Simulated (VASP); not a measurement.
# AlNi3 (Pm-3m) in VASP: a series of runs

AlNi3 is run at these levels: LDA; tasks: single point.

Everything below comes from runs of VASP 6.6.1. Logs are shortened: lines on timing, memory, paths and dates and some standing lists are left out, and cuts for length are marked.

**1. The cell of the first run**

It takes space group Pm-3m (No. 221, cubic). Conventional cell: a = 3.451 Å, b = 3.451 Å, c = 3.451 Å, α = 90.00°, β = 90.00°, γ = 90.00°. Within 3.2 Å of Ni (site symmetry 4/mmm) lie 8 Ni at 2.44 Å and 4 Al at 2.44 Å. Al (site symmetry m-3m) has 12 Ni at 2.44 Å within 3.2 Å.

**2. Single point, LDA, collinear spin, ferromagnetic start (volume scaled by 0.94)**

File INCAR:

```
PREC     = Accurate       # precision mode
ENCUT    = 520            # plane-wave cutoff, eV
EDIFF    = 1E-6           # SCF threshold, eV
ISMEAR   = -1             # smearing method
SIGMA    = 0.05           # smearing width, eV
LREAL    = F              # projectors in reciprocal space
LASPH    = T              # aspherical terms in the spheres
NELM     = 150            # most SCF steps
ALGO     = Fast           # electronic algorithm
ISIF     = 2              # what is computed and relaxed
LWAVE    = F              # write WAVECAR
LCHARG   = F              # write CHGCAR
ISPIN    = 2              # spin polarisation
MAGMOM   = 1 1 1 0        # initial moments
LORBIT   = 11             # projections on sites
LMAXMIX  = 4              # l up to which the mixer works
NBANDS   = 28             # bands
```

File KPOINTS:

```
Automatic mesh
0
Gamma
  8 8 8
```

File POSCAR:

```
AlNi3
1.0
    3.4511354705      0.0000000000      0.0000000000
    0.0000000000      3.4511354705      0.0000000000
    0.0000000000      0.0000000000      3.4511354705
Ni Al
3 1
Direct
    0.5000000000      0.5000000000      0.0000000000
    0.5000000000      0.0000000000      0.5000000000
    0.0000000000      0.5000000000      0.5000000000
    0.0000000000      0.0000000000      0.0000000000
```

Potentials or basis: VASP PAW LDA potentials, release 64 (Ni, Al).

On the command line:

```bash
$ cat potpaw_LDA.64/Ni/POTCAR potpaw_LDA.64/Al/POTCAR > POTCAR
$ mpirun -np 1 vasp_std > vasp.out
```

OUTCAR:

```text
PREC = Accurate
   ENCUT = 520
   EDIFF = 1E-6
   ISMEAR = -1
   LREAL = F
   LASPH = T
   NELM = 150
   ISIF = 2
   ISPIN = 2
   LORBIT = 11

 ion  position               nearest neighbor table
   1  0.500  0.500  0.000-   2 2.44   3 2.44   4 2.44   2 2.44   3 2.44   2 2.44   4 2.44   2 2.44
                             3 2.44   4 2.44   3 2.44   4 2.44
   2  0.500  0.000  0.500-   1 2.44   3 2.44   4 2.44   1 2.44   4 2.44   1 2.44   3 2.44   1 2.44
                             3 2.44   4 2.44   4 2.44   3 2.44
   3  0.000  0.500  0.500-   1 2.44   2 2.44   4 2.44   1 2.44   4 2.44   2 2.44   4 2.44   4 2.44
                             1 2.44   2 2.44   1 2.44   2 2.44
   4  0.000  0.000  0.000-   1 2.44   2 2.44   3 2.44   2 2.44   3 2.44   1 2.44   3 2.44   3 2.44
                             1 2.44   2 2.44   2 2.44   1 2.44

  LATTYP: Found a simple cubic cell.
 ALAT       =     3.4511354705

  Lattice vectors:

 A1 = (   3.4511354705,   0.0000000000,   0.0000000000)
 A2 = (   0.0000000000,   3.4511354705,   0.0000000000)
 A3 = (   0.0000000000,   0.0000000000,   3.4511354705)

Analysis of symmetry for initial positions (statically):
=====================================================================
 Subroutine PRICEL returns:
 Original cell was already a primitive cell.

 Routine SETGRP: Setting up the symmetry group for a
 simple cubic supercell.

 Subroutine GETGRP returns: Found 48 space group operations
 (whereof 48 operations were pure point group operations)
 out of a pool of 48 trial point group operations.

The static configuration has the point symmetry O_h .

Analysis of symmetry for dynamics (positions and initial velocities):
=====================================================================
 Subroutine PRICEL returns:
 Original cell was already a primitive cell.

 Routine SETGRP: Setting up the symmetry group for a
 simple cubic supercell.

 Subroutine GETGRP returns: Found 48 space group operations
 (whereof 48 operations were pure point group operations)
 out of a pool of 48 trial point group operations.

The dynamic configuration has the point symmetry O_h .

Analysis of structural, dynamic, and magnetic symmetry:
=====================================================================
 Subroutine PRICEL returns:
 Original cell was already a primitive cell.

 Routine SETGRP: Setting up the symmetry group for a
 simple cubic supercell.

 Subroutine GETGRP returns: Found 48 space group operations
 (whereof 48 operations were pure point group operations)
 out of a pool of 48 trial point group operations.

The overall configuration has the point symmetry O_h .

 Subroutine INISYM returns: Found 48 space group operations
 (whereof 48 operations are pure point group operations),
 and found     1 'primitive' translations

----------------------------------------------------------------------------------------

                                     Primitive cell

  volume of cell :      41.1042

  direct lattice vectors                    reciprocal lattice vectors
     3.451135471  0.000000000  0.000000000     0.289759706  0.000000000  0.000000000
     0.000000000  3.451135471  0.000000000     0.000000000  0.289759706  0.000000000
     0.000000000  0.000000000  3.451135471     0.000000000  0.000000000  0.289759706

  length of vectors
     3.451135471  3.451135471  3.451135471     0.289759706  0.289759706  0.289759706

  position of ions in fractional coordinates (direct lattice)
     0.500000000  0.500000000  0.000000000
     0.500000000  0.000000000  0.500000000
     0.000000000  0.500000000  0.500000000
     0.000000000  0.000000000  0.000000000

  ion indices of the primitive-cell ions
   primitive index   ion index
                 1           1
                 2           2
                 3           3
                 4           4

----------------------------------------------------------------------------------------

 KPOINTS: Automatic mesh

Automatic generation of k-mesh.
 Grid dimensions read from file:
 generate k-points for:    8    8    8

 Generating k-lattice:

  Cartesian coordinates                     Fractional coordinates (reciprocal lattice)
     0.036219963  0.000000000  0.000000000     0.125000000  0.000000000  0.000000000
     0.000000000  0.036219963  0.000000000     0.000000000  0.125000000  0.000000000
     0.000000000  0.000000000  0.036219963     0.000000000  0.000000000  0.125000000

  Length of vectors
     0.036219963  0.036219963  0.036219963

  Shift w.r.t. Gamma in fractional coordinates (k-lattice)
     0.000000000  0.000000000  0.000000000

 Subroutine IBZKPT returns following result:
 ===========================================

 Found     35 irreducible k-points:

 Following reciprocal coordinates:
            Coordinates               Weight
  0.000000  0.000000  0.000000      1.000000
  0.125000  0.000000  0.000000      6.000000
  0.250000  0.000000  0.000000      6.000000
  0.375000  0.000000  0.000000      6.000000
  0.500000  0.000000  0.000000      3.000000
  0.125000  0.125000  0.000000     12.000000
[... 16 lines left out ...]
  0.375000  0.375000  0.125000     24.000000
  0.500000  0.375000  0.125000     24.000000
 [... further k-points ...]
   k-points           NKPTS =     35   k-points in BZ     NKDIM =     35   number of bands    NBANDS=     28
   number of dos      NEDOS =    301   number of ions     NIONS =      4
   total plane-waves  NPLWV =  21952
   dimension x,y,z NGX =    28 NGY =   28 NGZ =   28
   dimension x,y,z NGXF=    56 NGYF=   56 NGZF=   56
   ions per type =               3   1
   NGX,Y,Z   is equivalent  to a cutoff of  13.49, 13.49, 13.49 a.u.
   NGXF,Y,Z  is equivalent  to a cutoff of  26.98, 26.98, 26.98 a.u.
 SYSTEM =  unknown system
   PREC   = accura    normal or accurate (medium, high low for compatibility)
   ISTART =      0    job   : 0-new  1-cont  2-samecut
   ICHARG =      2    charge: 1-file 2-atom 10-const
   ISPIN  =      2    spin polarized calculation?
   LNONCOLLINEAR =      F non collinear calculations
   LSORBIT =      F    spin-orbit coupling
   LASPH  =      T    aspherical Exc in radial PAW
   ENCUT  =  520.0 eV  38.22 Ry    6.18 a.u.   6.42  6.42  6.42*2*pi/ulx,y,z
   NELM   =    150;   NELMIN=  2; NELMDL= -5     # of ELM steps
   EDIFF  = 0.1E-05   stopping-criterion for ELM
   LREAL  =      F    real-space projection
   EDIFFG = 0.1E-04   stopping-criterion for IOM
   NSW    =      0    number of steps for IOM
   IBRION =     -1    ionic relax: 0-MD 1-quasi-New 2-CG
   NFREE  =      0    steps in history (QN), initial steepest desc. (CG)
   ISIF   =      2    stress and relaxation
   ISYM   =      2    0-nonsym 1-usesym 2-fastsym
   POTIM  = 0.5000    time-step for ionic-motion
   TEBEG  =    0.0;   TEEND  =   0.0 temperature during run
   PSTRESS=    0.0 pullay stress
   NELECT =      33.0000    total number of electrons
   NUPDOWN=      -1.0000    fix difference up-down
   EMIN   =  10.00;   EMAX   =-10.00  energy-range for DOS
   EFERMI =   0.00;   METHOD = LEGACY
   ISMEAR =    -1;   SIGMA  =   0.05  broadening in eV -4-tet -1-fermi 0-gaus
   EFERMI_NEDOS =   21; number of points for ismear=-14 and -15
   IALGO  =     68    algorithm
   IMIX   =      4    mixing-type and parameters
     AMIX     =   0.40;   BMIX     =  1.00
     AMIX_MAG =   1.60;   BMIX_MAG =  1.00
  volume/ion in A,a.u.               =      10.28        69.35
  Fermi-wavevector in a.u.,A,eV,Ry     =   1.521543  2.875299 31.498740  2.315092
  Thomas-Fermi vector in A             =   2.630244
   LORBIT       =     11    0 simple, 1 ext, 2 COOP (PROOUT), +10 PAW based schemes
   GGA     = CA    functional components
   LHFCALC =     F    Hartree Fock is set to
   AEXX    =    0.0000 exact exchange contribution
   IVDW    =     0    specifies the selected vdW correction
   LEPSILON=     F    determine dielectric tensor
   LRPA    =     F    only Hartree local field effects (RPA)
 spin polarized calculation
 RMM-DIIS sequential band-by-band and
  energy-cutoff  :      520.00
  volume of cell :       41.10
 maximum number of plane-waves:      1141
 NGX is ok and might be reduce to    28
   NGX = 13   NGY = 13   NGZ = 13

 number of electron      32.9999970 magnetization       0.1719754

 Free energy of the ion-electron system (eV)
  ---------------------------------------------------
  ext. energy  EPLUGINS =         0.00000000
  ---------------------------------------------------
  free energy    TOTEN  =       -25.82311100 eV

  energy without entropy =      -25.78328819  energy(sigma->0) =      -25.80319959

 E-fermi :  10.4975     XC(G=0): -13.4985

 val. band max:       10.4949191421   @ k =   0.3750   0.1250   0.0000
 cond. band min:      10.4988796476   @ k =   0.2500   0.1250   0.1250
 fundamental gap:      0.0039605055
 Fermi energy:        10.4975469325

 spin component 1

 k-point     1 :       0.0000    0.0000    0.0000
  band No.  band energies     occupation
      1      -0.0378      1.00000
      2       5.7043      1.00000
      3       6.4640      1.00000
      4       6.4640      1.00000
      5       6.8864      1.00000
      6       6.8864      1.00000
[... 20 lines left out ...]
     27      25.2938      0.00000
[... 691 lines left out ...]
      6       7.6121      1.00000
[... 20 lines left out ...]
     27      26.0846      0.00000
     28      26.4890      0.00000

 [... further k-points ...]

 spin component 2

 k-point     1 :       0.0000    0.0000    0.0000
  band No.  band energies     occupation
      1      -0.0372      1.00000
      2       5.7313      1.00000
      3       6.4987      1.00000
      4       6.4987      1.00000
      5       6.9425      1.00000
      6       6.9425      1.00000
[... 20 lines left out ...]
     27      25.2999      0.00000
[... 691 lines left out ...]
      6       7.6609      1.00000
[... 20 lines left out ...]
     27      26.0845      0.00000
     28      26.5016      0.00000

 [... further k-points ...]
[... 5 lines left out ...]
  --------------------------------------------------------------------------------------
  -------------------------------------------------------------------------------------
  Total        1.5731832      1.5731832      1.5731832      0.0000000     -0.0000000     -0.0000000
  in kB       61.3202435     61.3202435     61.3202435      0.0000000     -0.0000000     -0.0000000
  external PRESSURE =      61.3202435 kB  Pullay stress =       0.0000000 kB

 VOLUME and BASIS-vectors are now :
 -----------------------------------------------------------------------------
  energy-cutoff  :      520.00
  volume of cell :       41.10
      direct lattice vectors                 reciprocal lattice vectors
     3.451135471  0.000000000  0.000000000     0.289759706  0.000000000  0.000000000
     0.000000000  3.451135471  0.000000000     0.000000000  0.289759706  0.000000000
     0.000000000  0.000000000  3.451135471     0.000000000  0.000000000  0.289759706

 POSITION                                       TOTAL-FORCE (eV/Angst)
 -----------------------------------------------------------------------------------
      1.72557      1.72557      0.00000         0.000000      0.000000      0.000000
      1.72557      0.00000      1.72557         0.000000      0.000000      0.000000
      0.00000      1.72557      1.72557         0.000000      0.000000      0.000000
      0.00000      0.00000      0.00000         0.000000      0.000000      0.000000
 -----------------------------------------------------------------------------------
    total drift:                                0.000000      0.000000      0.000000

  FREE ENERGIE OF THE ION-ELECTRON SYSTEM (eV)
  ---------------------------------------------------
  free  energy   TOTEN  =       -25.8231110007 eV

  energy  without entropy=      -25.7832881856  energy(sigma->0) =      -25.80319959

 total charge

# of ion       s       p       d       tot
------------------------------------------
    1        0.539   0.603   8.448   9.590
    2        0.539   0.603   8.448   9.590
    3        0.539   0.603   8.448   9.590
    4        0.423   0.436   0.000   0.859
--------------------------------------------------
tot          2.040   2.243  25.345  29.628

 magnetization (x)

# of ion       s       p       d       tot
------------------------------------------
    1       -0.000  -0.001   0.061   0.059
    2       -0.000  -0.001   0.061   0.059
    3       -0.000  -0.001   0.061   0.059
    4       -0.000  -0.002   0.000  -0.002
--------------------------------------------------
tot         -0.002  -0.006   0.183   0.176
```

Wall time 72 s (1 thread of Intel Xeon Platinum 8259CL at 2.50GHz (Skylake/Cascade Lake), shared host); peak memory 0.18 GiB.

Results:

```
Free energy                                           : -25.8231 eV
Pressure                                              : 6.1 GPa
Net moment                                            : 0.17 μB per cell
Site moments                                          : Ni +0.06; Al -0.00 μB
Valence electrons inside the program's atomic spheres : Ni 9.59; Al 0.86
```

Levels at points of the mesh, in eV from the Fermi level:
Spin up:
```tsv
k point	band 13	band 14	band 15	band 16	band 17	band 18	band 19	band 20	band 21	band 22
(0.00, 0.00, 0.00)	-0.11	0.16	0.16	0.16	0.93	0.93	0.93	7.20	7.20	8.26
(0.50, 0.00, 0.00)	-1.21	-1.20	-1.03	-0.41	0.16	5.95	5.95	6.06	6.06	6.88
(0.50, 0.50, 0.00)	-1.35	-1.23	-0.95	-0.90	-0.53	1.15	1.15	8.68	8.68	8.93
(0.50, 0.50, 0.50)	-1.34	-1.07	-1.07	-0.26	-0.07	-0.07	-0.07	4.09	4.60	4.60
```
Spin down:
```
           k point  band 15  band 16  band 17  band 18  band 19  band 20
(0.00, 0.00, 0.00)     0.24     0.24     0.93     0.93     0.93     7.22
(0.50, 0.00, 0.00)    -0.97    -0.36     0.24     5.97     5.97     6.08
(0.50, 0.50, 0.00)    -0.90    -0.82    -0.50     1.21     1.21     8.69
(0.50, 0.50, 0.50)    -1.03    -0.26     0.01     0.01     0.01     4.12
```

[end of part 1 of 2]
